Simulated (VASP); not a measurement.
# GaN (F-43m) in VASP: a series of runs

Runs on GaN. Level: PBE. Tasks: single point.

Program: VASP 6.6.1. These are calculated values, not measurements. Logs are shortened: lines on timing, memory, paths and dates and some standing lists are left out, and cuts for length are marked.

### Step 1. The cell of the first run

The structure is cubic, space group F-43m (No. 216). The conventional cell has a = 4.523 Å, b = 4.523 Å, c = 4.523 Å, α = 90.00°, β = 90.00°, γ = 90.00°. Within 2.6 Å of Ga (site symmetry -43m) lie 4 N at 1.96 Å. N (site symmetry -43m) has 4 Ga at 1.96 Å within 2.6 Å.

### Step 2. Single point, PBE

File INCAR:

```
PREC = Accurate
ENCUT = 520
EDIFF = 1E-6
ISMEAR = 0
SIGMA = 0.01
LREAL = F
LASPH = T
NELM = 100
ALGO = Normal
ISIF = 2
LWAVE = F
LCHARG = F
GGA = PE
NBANDS = 16
```

File KPOINTS:

```
regular mesh
0
Gamma
  10 10 10
```

File POSCAR:

```
GaN
1.0
    0.0000000000      2.2615593926      2.2615593926
    2.2615593926      0.0000000000      2.2615593926
    2.2615593926      2.2615593926      0.0000000000
Ga N
1 1
Direct
    0.0000000000      0.0000000000      0.0000000000
    0.7500000000      0.7500000000      0.7500000000
```

Potentials or basis: VASP PAW PBE potentials, release 64 (Ga_d, N).

On the command line:

```console
cat potpaw_PBE.64/Ga_d/POTCAR potpaw_PBE.64/N/POTCAR > POTCAR
mpirun -np 1 vasp_std > vasp.out
```

OUTCAR:

```text
PREC = Accurate
   ENCUT = 520
   EDIFF = 1E-6
   ISMEAR = 0
   LREAL = F
   LASPH = T
   NELM = 100
   ISIF = 2
   GGA = PE

 ion  position               nearest neighbor table
   1  0.000  0.000  0.000-   2 1.96   2 1.96   2 1.96   2 1.96
   2  0.750  0.750  0.750-   1 1.96   1 1.96   1 1.96   1 1.96

  LATTYP: Found a face centered cubic cell.
 ALAT       =     4.5231187852

  Lattice vectors:

 A1 = (   0.0000000000,   2.2615593926,   2.2615593926)
 A2 = (   2.2615593926,   0.0000000000,   2.2615593926)
 A3 = (   2.2615593926,   2.2615593926,   0.0000000000)

Analysis of symmetry for initial positions (statically):
=====================================================================
 Subroutine PRICEL returns:
 Original cell was already a primitive cell.

 Routine SETGRP: Setting up the symmetry group for a
 face centered cubic supercell.

 Subroutine GETGRP returns: Found 24 space group operations
 (whereof 24 operations were pure point group operations)
 out of a pool of 48 trial point group operations.

The static configuration has the point symmetry T_d .

Analysis of symmetry for dynamics (positions and initial velocities):
=====================================================================
 Subroutine PRICEL returns:
 Original cell was already a primitive cell.

 Routine SETGRP: Setting up the symmetry group for a
 face centered cubic supercell.

 Subroutine GETGRP returns: Found 24 space group operations
 (whereof 24 operations were pure point group operations)
 out of a pool of 48 trial point group operations.

The dynamic configuration has the point symmetry T_d .

 Subroutine INISYM returns: Found 24 space group operations
 (whereof 24 operations are pure point group operations),
 and found     1 'primitive' translations

----------------------------------------------------------------------------------------

                                     Primitive cell

  volume of cell :      23.1342

  direct lattice vectors                    reciprocal lattice vectors
     0.000000000  2.261559393  2.261559393    -0.221086389  0.221086389  0.221086389
     2.261559393  0.000000000  2.261559393     0.221086389 -0.221086389  0.221086389
     2.261559393  2.261559393  0.000000000     0.221086389  0.221086389 -0.221086389

  length of vectors
[... 74 lines left out ...]
   ISTART =      0    job   : 0-new  1-cont  2-samecut
   ICHARG =      2    charge: 1-file 2-atom 10-const
   ISPIN  =      1    spin polarized calculation?
   LNONCOLLINEAR =      F non collinear calculations
   LSORBIT =      F    spin-orbit coupling
   LASPH  =      T    aspherical Exc in radial PAW
   ENCUT  =  520.0 eV  38.22 Ry    6.18 a.u.   5.95  5.95  5.95*2*pi/ulx,y,z
   NELM   =    100;   NELMIN=  2; NELMDL= -5     # of ELM steps
   EDIFF  = 0.1E-05   stopping-criterion for ELM
   LREAL  =      F    real-space projection
   EDIFFG = 0.1E-04   stopping-criterion for IOM
   NSW    =      0    number of steps for IOM
   IBRION =     -1    ionic relax: 0-MD 1-quasi-New 2-CG
   NFREE  =      0    steps in history (QN), initial steepest desc. (CG)
   ISIF   =      2    stress and relaxation
   ISYM   =      2    0-nonsym 1-usesym 2-fastsym
   POTIM  = 0.5000    time-step for ionic-motion
   TEBEG  =    0.0;   TEEND  =   0.0 temperature during run
   PSTRESS=    0.0 pullay stress
   NELECT =      18.0000    total number of electrons
   NUPDOWN=      -1.0000    fix difference up-down
   EMIN   =  10.00;   EMAX   =-10.00  energy-range for DOS
   EFERMI =   0.00;   METHOD = LEGACY
   ISMEAR =     0;   SIGMA  =   0.01  broadening in eV -4-tet -1-fermi 0-gaus
   EFERMI_NEDOS =   21; number of points for ismear=-14 and -15
   IALGO  =     38    algorithm
   IMIX   =      4    mixing-type and parameters
     AMIX     =   0.40;   BMIX     =  1.00
     AMIX_MAG =   1.60;   BMIX_MAG =  1.00
  volume/ion in A,a.u.               =      11.57        78.06
  Fermi-wavevector in a.u.,A,eV,Ry     =   1.505732  2.845421 30.847520  2.267229
  Thomas-Fermi vector in A             =   2.616542
   LORBIT       =      0    0 simple, 1 ext, 2 COOP (PROOUT), +10 PAW based schemes
   GGA     = PE    functional components
   LHFCALC =     F    Hartree Fock is set to
   AEXX    =    0.0000 exact exchange contribution
   IVDW    =     0    specifies the selected vdW correction
   LEPSILON=     F    determine dielectric tensor
   LRPA    =     F    only Hartree local field effects (RPA)
 non-spin polarized calculation
 Gauss-broadening in eV      SIGMA  =   0.01
  energy-cutoff  :      520.00
  volume of cell :       23.13
 maximum number of plane-waves:       636
   NGX = 11   NGY = 11   NGZ = 11

 number of electron      17.9999995 magnetization

 Free energy of the ion-electron system (eV)
  ---------------------------------------------------
  ext. energy  EPLUGINS =         0.00000000
  ---------------------------------------------------
  free energy    TOTEN  =       -12.14955260 eV

  energy without entropy =      -12.14955260  energy(sigma->0) =      -12.14955260

 E-fermi :   5.2491     XC(G=0): -11.6098

 val. band max:        5.1654225474   @ k =   0.0000   0.0000   0.0000
 cond. band min:       6.8206817215   @ k =   0.0000   0.0000   0.0000
 fundamental gap:      1.6552591741
 Fermi energy:         5.2490727290

 k-point     1 :       0.0000    0.0000    0.0000
  band No.  band energies     occupation
      1     -10.6771      2.00000
      2      -8.2680      2.00000
      3      -8.2680      2.00000
      4      -8.2680      2.00000
      5      -7.9590      2.00000
      6      -7.9590      2.00000
[... 433 lines left out ...]
      3      -8.0510      2.00000
      4      -8.0507      2.00000
      5      -7.9004      2.00000
      6      -7.0233      2.00000
[... 8 lines left out ...]
     15      27.3005      0.00000
     16      27.4770      0.00000

 [... further k-points ...]
[... 5 lines left out ...]
  --------------------------------------------------------------------------------------
  -------------------------------------------------------------------------------------
  Total        0.4443645      0.4443645      0.4443645     -0.0000000     -0.0000000     -0.0000000
  in kB       30.7748492     30.7748492     30.7748492     -0.0000000     -0.0000000     -0.0000000
  external PRESSURE =      30.7748492 kB  Pullay stress =       0.0000000 kB

 VOLUME and BASIS-vectors are now :
 -----------------------------------------------------------------------------
  energy-cutoff  :      520.00
  volume of cell :       23.13
      direct lattice vectors                 reciprocal lattice vectors
     0.000000000  2.261559393  2.261559393    -0.221086389  0.221086389  0.221086389
     2.261559393  0.000000000  2.261559393     0.221086389 -0.221086389  0.221086389
     2.261559393  2.261559393  0.000000000     0.221086389  0.221086389 -0.221086389

 POSITION                                       TOTAL-FORCE (eV/Angst)
 -----------------------------------------------------------------------------------
      0.00000      0.00000      0.00000        -0.000000     -0.000000     -0.000000
      3.39234      3.39234      3.39234         0.000000      0.000000      0.000000
 -----------------------------------------------------------------------------------
    total drift:                               -0.000002     -0.000002     -0.000001

  FREE ENERGIE OF THE ION-ELECTRON SYSTEM (eV)
  ---------------------------------------------------
  free  energy   TOTEN  =       -12.1495526005 eV

  energy  without entropy=      -12.1495526005  energy(sigma->0) =      -12.14955260
```

OSZICAR:

```text
N       E                     dE             d eps       ncg     rms          rms(c)
DAV:   1     0.865383384444E+02    0.86538E+02   -0.92558E+03  1664   0.201E+03
DAV:   2    -0.786901025206E+01   -0.94407E+02   -0.88595E+02  1648   0.337E+02
DAV:   3    -0.140623679042E+02   -0.61934E+01   -0.61684E+01  1792   0.727E+01
DAV:   4    -0.141321008579E+02   -0.69733E-01   -0.69722E-01  1816   0.827E+00
DAV:   5    -0.141331054788E+02   -0.10046E-02   -0.10046E-02  1888   0.897E-01    0.768E+00
DAV:   6    -0.121498732114E+02    0.19832E+01   -0.49235E+00  2272   0.394E+01    0.268E+00
DAV:   7    -0.121572475828E+02   -0.73744E-02   -0.31377E-01  1648   0.661E+00    0.176E+00
DAV:   8    -0.121535944378E+02    0.36531E-02   -0.59908E-02  1736   0.323E+00    0.811E-01
DAV:   9    -0.121492645441E+02    0.43299E-02   -0.14180E-02  2264   0.267E+00    0.209E-01
DAV:  10    -0.121496472527E+02   -0.38271E-03   -0.14842E-03  1712   0.519E-01    0.105E-01
DAV:  11    -0.121495475684E+02    0.99684E-04   -0.28039E-04  2248   0.259E-01    0.754E-03
DAV:  12    -0.121495528437E+02   -0.52753E-05   -0.30559E-05  1688   0.516E-02    0.985E-03
DAV:  13    -0.121495526005E+02    0.24319E-06   -0.61160E-07  1344   0.136E-02
   1 F= -.12149553E+02 E0= -.12149553E+02  d E =-.690680E-35
```

Wall time 5.8 s (1 thread of Intel Xeon 6975P-C (Granite Rapids), shared host); peak memory 0.14 GiB.

What came out:

```
Free energy            : -12.1496 eV
Pressure               : 3.1 GPa
Band gap on the k mesh : 1.66 eV, direct
```

Levels at points of the mesh, in eV from the valence-band top:
| k point | band 5 | band 6 | band 7 | band 8 | band 9 | band 10 | band 11 | band 12 | band 13 | band 14 |
| --- | --- | --- | --- | --- | --- | --- | --- | --- | --- | --- |
| (0.00, 0.00, 0.00) | -13.12 | -13.12 | 0.00 | 0.00 | 0.00 | 1.66 | 10.23 | 10.23 | 10.23 | 17.46 |
| (0.50, 0.00, 0.00) | -13.08 | -11.88 | -6.97 | -0.95 | -0.95 | 4.57 | 8.67 | 10.31 | 10.31 | 15.54 |
| (0.50, 0.50, 0.00) | -13.05 | -11.45 | -6.08 | -2.66 | -2.66 | 3.35 | 6.60 | 11.63 | 13.85 | 13.85 |

Expect the measured gap to be larger: semilocal functionals such as PBE lack the derivative discontinuity.

### Step 3. Single point, PBE (volume scaled by 0.98)

File INCAR:

```
SYSTEM = GaN
ALGO = Normal
EDIFF = 1E-6
ENCUT = 520
GGA = PE
ISIF = 2
ISMEAR = 0
LASPH = .TRUE.
LCHARG = .FALSE.
LREAL = .FALSE.
LWAVE = .FALSE.
NBANDS = 16
NELM = 80
PREC = Accurate
SIGMA = 0.01
```

File KPOINTS:

```
k-points
0
G
  10 10 10
  0 0 0
```

File POSCAR:

```
GaN
1.0
    0.0000000000      2.2589746936      2.2589746936
    2.2589746936      0.0000000000      2.2589746936
    2.2589746936      2.2589746936      0.0000000000
Ga N
1 1
Direct
    0.0000000000      0.0000000000      0.0000000000
    0.7500000000      0.7500000000      0.7500000000
```

Potentials or basis: VASP PAW PBE potentials, release 64 (Ga_d, N).

On the command line:

```console
cat potpaw_PBE.64/Ga_d/POTCAR potpaw_PBE.64/N/POTCAR > POTCAR
mpirun -np 1 vasp_std > vasp.out
```

It took 5.9 s on 1 thread of Intel Xeon 6975P-C (Granite Rapids), shared host; peak memory 0.14 GiB.

The run converged. Its results:

| Item | Value |
| --- | --- |
| Free energy | -12.1478 eV |
| Pressure | 3.7 GPa |
| Band gap on the k mesh | 1.68 eV, direct |

Levels at points of the mesh, in eV from the valence-band top:
```tsv
k point	band 7	band 8	band 9	band 10	band 11	band 12
(0.00, 0.00, 0.00)	0.00	0.00	0.00	1.68	10.26	10.26
(0.50, 0.00, 0.00)	-6.99	-0.96	-0.96	4.59	8.69	10.33
(0.50, 0.50, 0.00)	-6.09	-2.68	-2.68	3.35	6.62	11.66
```

Caveat: the cell differs from its parent crystal (volume scaled by 0.98).

### Step 4. Single point, PBE

This run uses another cell than the first one, of 11.76 Å³/atom, 1.017 times its volume.

File INCAR:

```
ALGO = Normal ; EDIFF = 1E-7
ENCUT = 520 ; GGA = PE
ISIF = 2 ; ISMEAR = 0
LASPH = T ; LCHARG = F
LREAL = F ; LWAVE = F
NBANDS = 16 ; NELM = 60
PREC = Accurate ; SIGMA = 0.01
```

File KPOINTS:

```
k-points
0
Gamma
  10 10 10
```

File POSCAR:

```
GaN
1.0
    0.0000000000      2.2742384991      2.2742384991
    2.2742384991      0.0000000000      2.2742384991
    2.2742384991      2.2742384991      0.0000000000
Ga N
1 1
Direct
    0.0000000000      0.0000000000      0.0000000000
    0.7500000000      0.7500000000      0.7500000000
```

On the command line:

```console
cat potpaw_PBE.64/Ga_d/POTCAR potpaw_PBE.64/N/POTCAR > POTCAR
mpirun -np 1 vasp_std > vasp.out
```

Run time: 6.5 s. Hardware: 1 thread of Intel Xeon 6975P-C (Granite Rapids), shared host; peak memory 0.14 GiB.

Results (log left out):

```
Free energy            : -12.1536 eV
Pressure               : 0.1 GPa
Band gap on the k mesh : 1.55 eV, direct
```

Levels at points of the mesh, in eV from the valence-band top:
```csv
k point,band 7,band 8,band 9,band 10,band 11,band 12
"(0.00, 0.00, 0.00)",0.00,0.00,0.00,1.55,10.13,10.13
"(0.50, 0.00, 0.00)",-6.86,-0.93,-0.93,4.45,8.59,10.22
"(0.50, 0.50, 0.00)",-6.01,-2.61,-2.61,3.34,6.50,11.52
```

PBE gaps usually lie below the measured ones, often by a third to a half.

### Step 5. The runs side by side

```csv
cell,gap on the mesh (eV),pressure (GPa)
"a = 3.198 Å, angles 60.0°, 2 atoms",1.66,3.1
"a = 3.195 Å, angles 60.0°, 2 atoms",1.68,3.7
"a = 3.216 Å, angles 60.0°, 2 atoms",1.55,0.1
```

Alike in all rows: task single point; level PBE; potentials or basis VASP PAW PBE potentials, release 64 (Ga_d, N); no spin polarisation; k mesh 10 × 10 × 10; cutoff (eV) 520; smearing gaussian 0.01 eV.

Total energies depend on the potentials used, so only differences within one code and one set of settings carry meaning.
